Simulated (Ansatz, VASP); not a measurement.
# One calculation of ZnSe, two programs

```
Zn Se
1.0
     0.00000    2.81783    2.81783
     2.81783    0.00000    2.81783
     2.81783    2.81783    0.00000
Zn Se
1 1
Cartesian
  0.0000 0.0000 0.0000
  1.4089 1.4089 1.4089
```

Alike in both runs: task single point; functional PBEsol; k mesh 8 × 8 × 8; occupations gaussian, width 0.02 eV; no spin polarisation.

```csv
,VASP,Ansatz
version,VASP 6.6.1,Ansatz 0.2.0
potentials or method,"VASP PAW PBE potentials, release 64 (Zn, Se), cutoff 500 eV","scalar-relativistic, plane waves, PAW"
valence electrons in the cell,18,28
```

Ansatz gave:

* gap on the k mesh at the Fermi level (eV): 1.23
* least direct gap on the mesh (eV): 1.23
* pressure (GPa): -0.1

**Question.** Which values does VASP return?

**Answer.** gap on the k mesh at the Fermi level (eV): 1.24; least direct gap on the mesh (eV): 1.24; pressure (GPa): 0.2.

VASP's potentials were made for PBE, not for PBEsol. VASP's potentials hold 18 valence electrons a cell and Ansatz's 28, so a difference there can come from the potentials and not from the codes.
